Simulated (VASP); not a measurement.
Here is a VASP 6.6.1 calculation.

File INCAR:

```
SYSTEM = Ge
  PREC = Accurate
  ENCUT = 520
  EDIFF = 1E-6
  ISMEAR = -1
  SIGMA = 0.08
  LREAL = .False.
  LASPH = .True.
  NELM = 100
  ALGO = Normal
  ISIF = 2
  LWAVE = .False.
  LCHARG = .False.
  NBANDS = 21
```

File KPOINTS:

```
Automatic mesh
0
Gamma
  16 16 9
  0 0 0
```

The input POSCAR:

```
Ge
1.0
    2.6068650508      0.0000000000      0.0000000000
   -1.3034325254      2.2576113582      0.0000000000
    0.0000000000      0.0000000000      4.2750740899
Ge
2
Direct
    0.3333333333      0.6666666667      0.2500000000
    0.6666666667      0.3333333333      0.7500000000
```

Potentials or basis: VASP PAW LDA potentials, release 64 (Ge_d).

The run is started by

```sh
$ cat potpaw_LDA.64/Ge_d/POTCAR > POTCAR
$ mpirun -np 1 vasp_std > vasp.out
```

(1) What does it give for the band gap on the k mesh?

(2) Estimate the pressure.

Results:

(1) zero (band 14 reaches 21.89 eV, above the bottom of band 15 at 7.74 eV).

(2) 61.6 GPa.
